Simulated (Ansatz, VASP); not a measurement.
**Two plane-wave programs on GaP**

The input POSCAR:

```
GaP
1.0
    0.0000000000      2.5889875000      2.8615125000
    2.5889875000      0.0000000000      2.8615125000
    2.5889875000      2.5889875000      0.0000000000
Ga P
1 1
Direct
    0.0000000000      0.0000000000      0.0000000000
    0.7500000000      0.7500000000      0.7500000000
```

INCAR.step1

```
ALGO     = Normal         # electronic algorithm
EDIFF    = 1E-4           # SCF threshold, eV
ENCUT    = 520            # plane-wave cutoff, eV
GGA      = PE             # functional
ISMEAR   = 0              # smearing method
LASPH    = True           # aspherical terms in the spheres
LCHARG   = False          # write CHGCAR
LREAL    = False          # projectors in reciprocal space
LWAVE    = True           # write WAVECAR
NBANDS   = 16             # bands
NELM     = 80             # most SCF steps
PREC     = Accurate       # precision mode
SIGMA    = 0.05           # smearing width, eV
```

INCAR.step2

```
ALGO     = Normal         # electronic algorithm
EDIFF    = 1E-7           # SCF threshold, eV
ENCUT    = 520            # plane-wave cutoff, eV
ISIF     = 2              # what is computed and relaxed
ISMEAR   = 0              # smearing method
ISTART   = 1            
LASPH    = True           # aspherical terms in the spheres
LCHARG   = False          # write CHGCAR
LMIXTAU  = True         
LREAL    = False          # projectors in reciprocal space
LWAVE    = False          # write WAVECAR
METAGGA  = R2SCAN         # meta-GGA
NBANDS   = 16             # bands
NELM     = 80             # most SCF steps
PREC     = Accurate       # precision mode
SIGMA    = 0.05           # smearing width, eV
```

The input KPOINTS:

```
k-points
0
Gamma
  8 8 8
```

Input for Ansatz:

```yaml
crystal:
  lattice:
    - [0.0, 2.5889875, 2.8615125]
    - [2.5889875, 0.0, 2.8615125]
    - [2.5889875, 2.5889875, 0.0]
  atoms:
    - { symbol: Ga, position: [0.0, 0.0, 0.0] }
    - { symbol: P, position: [0.75, 0.75, 0.75] }
basis:
  ecutwfc: 500
kpoints:
  mp_grid: { grid: [8, 8, 8] }
hamiltonian:
  xc: r2scan
scf:
  occupations: { method: gaussian, width: 0.05 }
output:
  forces: true
  stress: true
  eigenvalues: true
```

Change from the starting cell: strain -0.050 along x and y, +0.050 along z, atoms carried along.

Alike in both runs: task single point; functional r2SCAN; k mesh 8 × 8 × 8; occupations gaussian, width 0.05 eV; no spin polarisation.

|  | VASP | Ansatz |
| --- | --- | --- |
| version | VASP 6.6.1 | Ansatz 0.2.0 |
| potentials or method | VASP PAW PBE potentials, release 64 (Ga_d, P), cutoff 520 eV | scalar-relativistic, plane waves, PAW |
| valence electrons in the cell | 18 | 18 |

VASP gave:

| Item | Value |
| --- | --- |
| gap on the k mesh at the Fermi level (eV) | 1.28 |
| least direct gap on the mesh (eV) | 2.48 |
| pressure (GPa) | 5.1 |
| traceless stress, the component that is largest in VASP (GPa) | -6.59 |

Problem. Which values does Ansatz return?

Solution. gap on the k mesh at the Fermi level (eV): 1.28; least direct gap on the mesh (eV): 2.50; pressure (GPa): 5.1; traceless stress, the component that is largest in VASP (GPa): -6.60.

VASP's potentials were made for PBE, not for r2SCAN. The functional is the same, so the differences come from potentials, cutoffs and numerics.
